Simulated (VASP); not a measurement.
# Sb (Fd-3m) in VASP: a series of runs

Runs on Sb. Level: PBEsol. Tasks: single point.

Program: VASP 6.6.1. These are calculated values, not measurements. Logs are shortened: lines on timing, memory, paths and dates and some standing lists are left out, and cuts for length are marked.

## Step 1: The cell of the first run

It takes space group Fd-3m (No. 227, cubic). Conventional cell: a = 5.061 Å, b = 5.061 Å, c = 5.061 Å, α = 90.00°, β = 90.00°, γ = 90.00°. Within 2.9 Å of Sb (site symmetry -43m) lie 4 Sb at 2.19 Å.

This isn't the form of Sb at room conditions, which is rhombohedral.

## Step 2: Single point, PBEsol (16.20 Å³/atom)

POSCAR reads:

```
Sb
1.0
    0.0000000000      2.5303826152      2.5303826152
    2.5303826152      0.0000000000      2.5303826152
    2.5303826152      2.5303826152      0.0000000000
Sb
2
Direct
   -0.1250000000     -0.1250000000     -0.1250000000
    0.1250000000      0.1250000000      0.1250000000
```

INCAR.step1 reads:

```
PREC     = Accurate       # precision mode
ENCUT    = 400            # plane-wave cutoff, eV
EDIFF    = 1E-6           # SCF threshold, eV
ISMEAR   = -1             # smearing method
SIGMA    = 0.1            # smearing width, eV
LREAL    = False          # projectors in reciprocal space
LASPH    = True           # aspherical terms in the spheres
NELM     = 120            # most SCF steps
ALGO     = Normal         # electronic algorithm
ISIF     = 2              # what is computed and relaxed
LWAVE    = False          # write WAVECAR
LCHARG   = True           # write CHGCAR
GGA      = PS             # functional
NBANDS   = 12             # bands
GGA_COMPAT= False        
NEDOS    = 2001           # points of the DOS
LORBIT   = 11             # projections on sites
```

KPOINTS.step1 reads:

```
regular mesh
0
Gamma
  10 10 10
```

INCAR.step2 reads:

```
PREC     = Accurate       # precision mode
ENCUT    = 400            # plane-wave cutoff, eV
EDIFF    = 1E-6           # SCF threshold, eV
ISMEAR   = -5             # smearing method
SIGMA    = 0.1            # smearing width, eV
LREAL    = False          # projectors in reciprocal space
LASPH    = True           # aspherical terms in the spheres
NELM     = 120            # most SCF steps
ALGO     = Normal         # electronic algorithm
ISIF     = 2              # what is computed and relaxed
LWAVE    = False          # write WAVECAR
LCHARG   = False          # write CHGCAR
GGA      = PS             # functional
LORBIT   = 11             # projections on sites
NBANDS   = 12             # bands
NEDOS    = 2001           # points of the DOS
ICHARG   = 11             # starting density
GGA_COMPAT= False
```

KPOINTS.step2 reads:

```
regular mesh
0
Gamma
  15 15 15
```

Potentials or basis: VASP PAW PBE potentials, release 64 (Sb).

Started as:

```
> cat potpaw_PBE.64/Sb/POTCAR > POTCAR
> cp INCAR.step1 INCAR
> cp KPOINTS.step1 KPOINTS
> mpirun -np 1 vasp_std > vasp.out
> cp INCAR.step2 INCAR
> cp KPOINTS.step2 KPOINTS
> mpirun -np 1 vasp_std > vasp.out
```

OUTCAR:

```text
PREC = Accurate
   ENCUT = 400
   EDIFF = 1E-6
   ISMEAR = -5
   LREAL = False
   LASPH = True
   NELM = 120
   ISIF = 2
   GGA = PS
   LORBIT = 11
   ICHARG = 11

 ion  position               nearest neighbor table
   1  0.875  0.875  0.875-   2 2.19   2 2.19   2 2.19   2 2.19
   2  0.125  0.125  0.125-   1 2.19   1 2.19   1 2.19   1 2.19

  LATTYP: Found a face centered cubic cell.
 ALAT       =     5.0607652304

  Lattice vectors:

 A1 = (   0.0000000000,   2.5303826152,   2.5303826152)
 A2 = (   2.5303826152,   0.0000000000,   2.5303826152)
 A3 = (   2.5303826152,   2.5303826152,   0.0000000000)

Analysis of symmetry for initial positions (statically):
=====================================================================
 Subroutine PRICEL returns:
 Original cell was already a primitive cell.

 Routine SETGRP: Setting up the symmetry group for a
 face centered cubic supercell.

 Subroutine GETGRP returns: Found 48 space group operations
 (whereof 12 operations were pure point group operations)
 out of a pool of 48 trial point group operations.

The static configuration has the point symmetry D_3d.
 The point group associated with its full space group is O_h .

Analysis of symmetry for dynamics (positions and initial velocities):
=====================================================================
 Subroutine PRICEL returns:
 Original cell was already a primitive cell.

 Routine SETGRP: Setting up the symmetry group for a
 face centered cubic supercell.

 Subroutine GETGRP returns: Found 48 space group operations
 (whereof 12 operations were pure point group operations)
 out of a pool of 48 trial point group operations.

The dynamic configuration has the point symmetry D_3d.
 The point group associated with its full space group is O_h .

 Subroutine INISYM returns: Found 48 space group operations
 (whereof 12 operations are pure point group operations),
 and found     1 'primitive' translations

----------------------------------------------------------------------------------------

                                     Primitive cell

  volume of cell :      32.4033

  direct lattice vectors                    reciprocal lattice vectors
     0.000000000  2.530382615  2.530382615    -0.197598575  0.197598575  0.197598575
     2.530382615  0.000000000  2.530382615     0.197598575 -0.197598575  0.197598575
     2.530382615  2.530382615  0.000000000     0.197598575  0.197598575 -0.197598575

  length of vectors
     3.578501412  3.578501412  3.578501412     0.342250772  0.342250772  0.342250772

  position of ions in fractional coordinates (direct lattice)
     0.875000000  0.875000000  0.875000000
     0.125000000  0.125000000  0.125000000

  ion indices of the primitive-cell ions
   primitive index   ion index
                 1           1
                 2           2

----------------------------------------------------------------------------------------

 KPOINTS: regular mesh

Automatic generation of k-mesh.
 Grid dimensions read from file:
 generate k-points for:   15   15   15

 Generating k-lattice:

  Cartesian coordinates                     Fractional coordinates (reciprocal lattice)
    -0.013173238  0.013173238  0.013173238     0.066666667  0.000000000  0.000000000
     0.013173238 -0.013173238  0.013173238     0.000000000  0.066666667  0.000000000
     0.013173238  0.013173238 -0.013173238     0.000000000  0.000000000  0.066666667

  Length of vectors
     0.022816718  0.022816718  0.022816718

  Shift w.r.t. Gamma in fractional coordinates (k-lattice)
     0.000000000  0.000000000  0.000000000

 TETIRR: Found    484 inequivalent tetrahedra from    20250

 Subroutine IBZKPT returns following result:
 ===========================================

 Found    120 irreducible k-points:

 Following reciprocal coordinates:
            Coordinates               Weight
  0.000000  0.000000  0.000000      1.000000
  0.066667  0.000000  0.000000      8.000000
  0.133333  0.000000  0.000000      8.000000
  0.200000  0.000000  0.000000      8.000000
  0.266667  0.000000  0.000000      8.000000
  0.333333  0.000000  0.000000      8.000000
[... 16 lines left out ...]
  0.133333  0.133333  0.000000      6.000000
  0.200000  0.133333  0.000000     24.000000
 [... further k-points ...]
   k-points           NKPTS =    120   k-points in BZ     NKDIM =    120   number of bands    NBANDS=     12
   number of dos      NEDOS =   2001   number of ions     NIONS =      2
   total plane-waves  NPLWV =  13824
   dimension x,y,z NGX =    24 NGY =   24 NGZ =   24
   dimension x,y,z NGXF=    48 NGYF=   48 NGZF=   48
   ions per type =               2
   NGX,Y,Z   is equivalent  to a cutoff of  11.15, 11.15, 11.15 a.u.
   NGXF,Y,Z  is equivalent  to a cutoff of  22.30, 22.30, 22.30 a.u.
 SYSTEM =  unknown system
   PREC   = accura    normal or accurate (medium, high low for compatibility)
   ISTART =      0    job   : 0-new  1-cont  2-samecut
   ICHARG =     11    charge: 1-file 2-atom 10-const
   ISPIN  =      1    spin polarized calculation?
   LNONCOLLINEAR =      F non collinear calculations
   LSORBIT =      F    spin-orbit coupling
   LASPH  =      T    aspherical Exc in radial PAW
   ENCUT  =  400.0 eV  29.40 Ry    5.42 a.u.   5.84  5.84  5.84*2*pi/ulx,y,z
   NELM   =    120;   NELMIN=  2; NELMDL=  0     # of ELM steps
   EDIFF  = 0.1E-05   stopping-criterion for ELM
   LREAL  =      F    real-space projection
[... 7 lines left out ...]
   TEBEG  =    0.0;   TEEND  =   0.0 temperature during run
   PSTRESS=    0.0 pullay stress
   NELECT =      10.0000    total number of electrons
   NUPDOWN=      -1.0000    fix difference up-down
   EMIN   =  10.00;   EMAX   =-10.00  energy-range for DOS
   EFERMI =   0.00;   METHOD = LEGACY
   ISMEAR =    -5;   SIGMA  =   0.10  broadening in eV -4-tet -1-fermi 0-gaus
   EFERMI_NEDOS =   21; number of points for ismear=-14 and -15
   IALGO  =     38    algorithm
   IMIX   =      4    mixing-type and parameters
     AMIX     =   0.40;   BMIX     =  1.00
     AMIX_MAG =   1.60;   BMIX_MAG =  1.00
  volume/ion in A,a.u.               =      16.20       109.33
  Fermi-wavevector in a.u.,A,eV,Ry     =   1.106315  2.090631 16.652605  1.223932
  Thomas-Fermi vector in A             =   2.242814
   LORBIT       =     11    0 simple, 1 ext, 2 COOP (PROOUT), +10 PAW based schemes
   GGA     = PS    functional components
   LHFCALC =     F    Hartree Fock is set to
   AEXX    =    0.0000 exact exchange contribution
   IVDW    =     0    specifies the selected vdW correction
   LEPSILON=     F    determine dielectric tensor
   LRPA    =     F    only Hartree local field effects (RPA)
 non-spin polarized calculation
 Fermi weights with tetrahedron method with Bloechl corrections
  energy-cutoff  :      400.00
  volume of cell :       32.40
 maximum number of plane-waves:       609

 number of electron       9.9999997 magnetization

 Free energy of the ion-electron system (eV)
  ---------------------------------------------------
  ext. energy  EPLUGINS =         0.00000000
  ---------------------------------------------------
  free energy    TOTEN  =         6.77886728 eV

  energy without entropy =        6.77886728  energy(sigma->0) =        6.77886728

 E-fermi :  17.9699     XC(G=0): -12.3960

 val. band max:       18.0537294212   @ k =  -0.1333   0.0667   0.0000
 cond. band min:      17.8817005055   @ k =   0.3333   0.2667   0.0667
 fundamental gap:     -0.1720289157
 Fermi energy:        17.9699484170

 k-point     1 :       0.0000    0.0000    0.0000
  band No.  band energies     occupation
      1      -2.8627      2.00000
      2      15.2283      2.00000
      3      15.2283      2.00000
      4      15.2283      2.00000
      5      17.4078      2.00000
      6      17.4078      2.24337
      7      17.4078      2.31099
      8      19.6492      0.00000
      9      21.0367      0.00000
     10      24.2794      0.00000
     11      24.2794      0.00000
     12      24.2794      0.00000

 k-point     2 :       0.0667    0.0000    0.0000
  band No.  band energies     occupation
      1      -2.7796      2.00000
      2      14.0769      2.00000
      3      14.9415      2.00000
      4      14.9415      2.00000
      5      17.7215      2.00000
      6      17.7215      1.27557
      7      17.7675      1.01392
      8      20.1168      0.00000
      9      21.4837      0.00000
     10      23.7373      0.00000
     11      23.7373      0.00000
     12      24.1573      0.00000

 k-point     3 :       0.1333    0.0000    0.0000
  band No.  band energies     occupation
      1      -2.5312      2.00000
      2      12.1398      2.00000
      3      14.3682      2.00000
      4      14.3682      2.00000
      5      17.7814      1.98499
      6      18.3355     -0.00576
      7      18.3355      0.00507
      8      21.0950      0.00000
      9      22.3587      0.00000
     10      23.1545      0.00000
     11      23.1545      0.00000
     12      24.3723      0.00000
[... 286 lines left out ...]
 k-point    23 :       0.1333    0.1333    0.0000
  band No.  band energies     occupation
      1      -2.4197      2.00000
      2      13.0851      2.00000
      3      13.1750      2.00000
      4      13.1750      2.00000
      5      16.4225      2.00000
      6      19.8257      0.00000
      7      19.8257      0.00000
      8      19.9785      0.00000
      9      22.9365      0.00000
     10      22.9760      0.00000
     11      24.9719      0.00000
     12      24.9719      0.00000

 k-point    24 :       0.2000    0.1333    0.0000
  band No.  band energies     occupation
      1      -2.1167      2.00000
      2      11.3864      2.00000
      3      12.5955      2.00000
      4      13.0012      2.00000
      5      16.4756      2.00000
      6      19.4490      0.00000
      7      20.2774      0.00000
      8      20.5355      0.00000
      9      23.7398      0.00000
     10      23.8742      0.00000
     11      24.6255      0.00000
     12      25.3665      0.00000

 [... further k-points ...]

------------------------ aborting loop because EDIFF is reached ----------------------------------------

  FORCE on cell =-STRESS in cart. coord.  units (eV):
  Direction    XX          YY          ZZ          XY          YZ          ZX
  --------------------------------------------------------------------------------------
  -------------------------------------------------------------------------------------
  Total       45.4473674     45.4473674     45.4473674     -0.0000000      0.0000000      0.0000000
  in kB     2247.1431149   2247.1431149   2247.1431149     -0.0000000      0.0000000      0.0000000
  external PRESSURE =    2247.1431149 kB  Pullay stress =       0.0000000 kB

 VOLUME and BASIS-vectors are now :
 -----------------------------------------------------------------------------
  energy-cutoff  :      400.00
  volume of cell :       32.40
      direct lattice vectors                 reciprocal lattice vectors
     0.000000000  2.530382615  2.530382615    -0.197598575  0.197598575  0.197598575
     2.530382615  0.000000000  2.530382615     0.197598575 -0.197598575  0.197598575
     2.530382615  2.530382615  0.000000000     0.197598575  0.197598575 -0.197598575

 POSITION                                       TOTAL-FORCE (eV/Angst)
 -----------------------------------------------------------------------------------
      4.42817      4.42817      4.42817         0.000000      0.000000      0.000000
      0.63260      0.63260      0.63260        -0.000000     -0.000000     -0.000000
 -----------------------------------------------------------------------------------
    total drift:                                0.000000      0.000000     -0.000000

  FREE ENERGIE OF THE ION-ELECTRON SYSTEM (eV)
  ---------------------------------------------------
  free  energy   TOTEN  =         6.7788672847 eV

  energy  without entropy=        6.7788672847  energy(sigma->0) =        6.77886728

 total charge

# of ion       s       p       d       tot
------------------------------------------
    1        1.229   1.890   0.295   3.414
    2        1.229   1.890   0.295   3.414
--------------------------------------------------
tot          2.458   3.781   0.590   6.828
```

Wall time 22 s (1 thread of Intel Xeon 6975P-C (Granite Rapids), shared host); peak memory 0.15 GiB.

What came out:

| Item | Value |
| --- | --- |
| Valence electrons inside the program's atomic spheres | Sb 3.41 |

Caveat: the PAW data sets were made with another functional, which shifts forces and pressure a little; spin-orbit coupling is left out, which moves the levels of the heavy elements; tetrahedron occupations give inexact forces and stress in metals.

## Step 3: Single point, PBEsol (18.23 Å³/atom)

This run uses another cell than the first one, of 18.23 Å³/atom.

POSCAR reads:

```
Sb
1.0
    0.0000000000      2.6317039720      2.6317039720
    2.6317039720      0.0000000000      2.6317039720
    2.6317039720      2.6317039720      0.0000000000
Sb
2
Direct
   -0.1250000000     -0.1250000000     -0.1250000000
    0.1250000000      0.1250000000      0.1250000000
```

INCAR.step1 reads:

```
ALGO = Normal
EDIFF = 1E-6
ENCUT = 400
GGA = PS
GGA_COMPAT = F
ISIF = 2
ISMEAR = -1
LASPH = T
LCHARG = T
LORBIT = 11
LREAL = F
LWAVE = F
NBANDS = 12
NEDOS = 2001
NELM = 120
PREC = Accurate
SIGMA = 0.1
```

KPOINTS.step1 reads:

```
k-points
0
Gamma
  10 10 10
```

INCAR.step2 reads:

```
ALGO = Normal
EDIFF = 1E-6
ENCUT = 400
GGA = PS
GGA_COMPAT = F
ICHARG = 11
ISIF = 2
ISMEAR = -5
LASPH = T
LCHARG = F
LORBIT = 10
LREAL = F
LWAVE = F
NBANDS = 12
NEDOS = 1001
NELM = 120
PREC = Accurate
SIGMA = 0.1
```

KPOINTS.step2 reads:

```
k-points
0
Gamma
  15 15 15
```

Potentials or basis: VASP PAW PBE potentials, release 64 (Sb).

Started as:

```
> cat potpaw_PBE.64/Sb/POTCAR > POTCAR
> cp INCAR.step1 INCAR
> cp KPOINTS.step1 KPOINTS
> mpirun -np 1 vasp_std > vasp.out
> cp INCAR.step2 INCAR
> cp KPOINTS.step2 KPOINTS
> mpirun -np 1 vasp_std > vasp.out
```

OUTCAR:

```text
EDIFF = 1E-6
   ENCUT = 400
   GGA = PS
   ICHARG = 11
   ISIF = 2
   ISMEAR = -5
   LASPH = T
   LORBIT = 10
   LREAL = F
   NELM = 120
   PREC = Accurate

 ion  position               nearest neighbor table
   1  0.875  0.875  0.875-   2 2.28   2 2.28   2 2.28   2 2.28
   2  0.125  0.125  0.125-   1 2.28   1 2.28   1 2.28   1 2.28

  LATTYP: Found a face centered cubic cell.
 ALAT       =     5.2634079440

  Lattice vectors:
[... 556 lines left out ...]
  -------------------------------------------------------------------------------------
  Total       34.5842472     34.5842472     34.5842472      0.0000000      0.0000000      0.0000000
  in kB     1520.0147612   1520.0147612   1520.0147612      0.0000000      0.0000000      0.0000000
  external PRESSURE =    1520.0147612 kB  Pullay stress =       0.0000000 kB

 VOLUME and BASIS-vectors are now :
 -----------------------------------------------------------------------------
  energy-cutoff  :      400.00
  volume of cell :       36.45
      direct lattice vectors                 reciprocal lattice vectors
     0.000000000  2.631703972  2.631703972    -0.189990974  0.189990974  0.189990974
     2.631703972  0.000000000  2.631703972     0.189990974 -0.189990974  0.189990974
     2.631703972  2.631703972  0.000000000     0.189990974  0.189990974 -0.189990974

 POSITION                                       TOTAL-FORCE (eV/Angst)
 -----------------------------------------------------------------------------------
      4.60548      4.60548      4.60548         0.000000      0.000000      0.000000
      0.65793      0.65793      0.65793        -0.000000     -0.000000     -0.000000
 -----------------------------------------------------------------------------------
    total drift:                                0.000000      0.000000     -0.000000

  FREE ENERGIE OF THE ION-ELECTRON SYSTEM (eV)
  ---------------------------------------------------
  free  energy   TOTEN  =         2.0879955700 eV

  energy  without entropy=        2.0879955700  energy(sigma->0) =        2.08799557

 total charge

# of ion       s       p       d       tot
------------------------------------------
    1        1.222   1.727   0.232   3.181
    2        1.222   1.727   0.232   3.181
--------------------------------------------------
tot          2.444   3.453   0.464   6.361
```

OSZICAR.step1:

```text
N       E                     dE             d eps       ncg     rms          rms(c)
DAV:   1     0.415649260656E+02    0.41565E+02   -0.30929E+03  1128   0.542E+02
DAV:   2     0.309819912884E+01   -0.38467E+02   -0.37399E+02  1452   0.115E+02
DAV:   3     0.173696232478E+01   -0.13612E+01   -0.13487E+01  1432   0.222E+01
DAV:   4     0.172651849718E+01   -0.10444E-01   -0.10439E-01  1332   0.235E+00
DAV:   5     0.172642186932E+01   -0.96628E-04   -0.96627E-04  1400   0.235E-01    0.852E+00
DAV:   6     0.196502035971E+01    0.23860E+00   -0.97322E-02  1212   0.164E+00    0.557E+00
DAV:   7     0.206313434688E+01    0.98114E-01   -0.14498E-01  1240   0.207E+00    0.715E-01
DAV:   8     0.206726725891E+01    0.41329E-02   -0.19175E-02  1156   0.770E-01    0.483E-02
DAV:   9     0.206726568306E+01   -0.15759E-05   -0.31316E-04  1436   0.130E-01    0.123E-02
DAV:  10     0.206727795288E+01    0.12270E-04   -0.98719E-06  1244   0.196E-02    0.140E-02
DAV:  11     0.206728230601E+01    0.43531E-05   -0.49024E-06  1248   0.114E-02    0.392E-03
DAV:  12     0.206728176096E+01   -0.54505E-06   -0.18626E-07   724   0.299E-03
   1 F= 0.20672818E+01 E0= 0.20834901E+01  d E =-.324167E-01
```

Wall time 24 s (1 thread of Intel Xeon 6975P-C (Granite Rapids), shared host); peak memory 0.14 GiB.

Results:

```yaml
Valence_electrons_inside_the_program's_atomic_spheres: Sb 3.18
```

Caveat: the PAW data sets were made with another functional, which shifts forces and pressure a little; spin-orbit coupling is left out, which moves the levels of the heavy elements; tetrahedron occupations give inexact forces and stress in metals.
